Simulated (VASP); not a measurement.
A run of VASP 6.6.1 is set up as follows.

File INCAR:

```
SYSTEM = Si4F
ALGO = Normal
EDIFF = 1E-6
ENCUT = 520
GGA = PE
ISIF = 2
ISMEAR = 0
ISPIN = 2
LASPH = .True.
LCHARG = .False.
LORBIT = 11
LREAL = .False.
LWAVE = .False.
MAGMOM = 0 0 0 0 1
NBANDS = 24
NELM = 150
PREC = Accurate
SIGMA = 0.1
```

File KPOINTS:

```
k-points
0
Gamma
  6 6 4
  0 0 0
```

File POSCAR:

```
Si4F
1.0
    4.0142102300      0.0000000000      0.0000000000
   -2.0071051100      3.4764080300      0.0000000000
    0.0000000000      0.0000000000      6.1834999100
Si F
4 1
Direct
    0.5000000000      0.0000000000      0.0414101200
    0.0000000000      0.5000000000      0.0414101200
    0.5000000000      0.5000000000      0.0414101200
    0.0000000000      0.0000000000      0.9524718700
    0.0000000000      0.0000000000      0.5452937600
```

Potentials or basis: VASP PAW PBE potentials, release 64 (Si, F).

Command:

```bash
$ cat potpaw_PBE.64/Si/POTCAR potpaw_PBE.64/F/POTCAR > POTCAR
$ mpirun -np 1 vasp_std > vasp.out
```

Task: What does it give for the largest force?

Result: 7.216 eV/Å.

Task: Estimate the pressure.

Result: 63.7 GPa.

Stress tensor (GPa, compression positive):
```
99.87  0.00  0.00
 0.00 99.87  0.00
 0.00  0.00 -8.51
```

Caveat: forces of over 1 eV/Å act on the atoms, so gaps and moduli don't describe the material at rest.
